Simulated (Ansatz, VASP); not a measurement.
One calculation of ScTa3F, two programs

```
Sc Ta F
1.0
     4.05333    0.00000    0.00000
     0.00000    4.05333    0.00000
     0.00000    0.00000    5.61267
Sc Ta F
1 3 1
Direct
  0.00000 0.00000 0.03627
  0.00000 0.50000 0.46406
  0.50000 0.00000 0.46406
  0.50000 0.50000 0.10500
  0.50000 0.50000 0.70321
```

Change from the starting cell: species swapped into the PrBPt3 type (P4mm, No. 99).

Alike in both runs: functional PBE; k mesh 10 × 10 × 8; occupations gaussian, width 0.1 eV; no spin polarisation.

Ansatz relaxed the structure, and its values are those at the end. VASP's run is a single point on that final structure, the one shown.

|  | VASP | Ansatz |
| --- | --- | --- |
| version | VASP 6.6.1 | Ansatz 0.2.0 |
| potentials or method | VASP PAW PBE potentials, release 64 (Sc_sv, Ta_pv, F), cutoff 520 eV | scalar-relativistic, plane waves, PAW |
| valence electrons in the cell | 51 | 57 |

```tsv
	VASP	Ansatz	Ansatz less VASP
gap on the k mesh at the Fermi level (eV)	none	none	-
pressure (GPa)	0.0	0.0	-0.03
rms of the force components (eV/Å)	0.012	0.002	-0.0092
```

A gap of «none» marks a metal or a gap that the smearing closes. VASP's potentials hold 51 valence electrons a cell and Ansatz's 57, so a difference there can come from the potentials and not from the codes.

Spin-orbit coupling is off throughout.
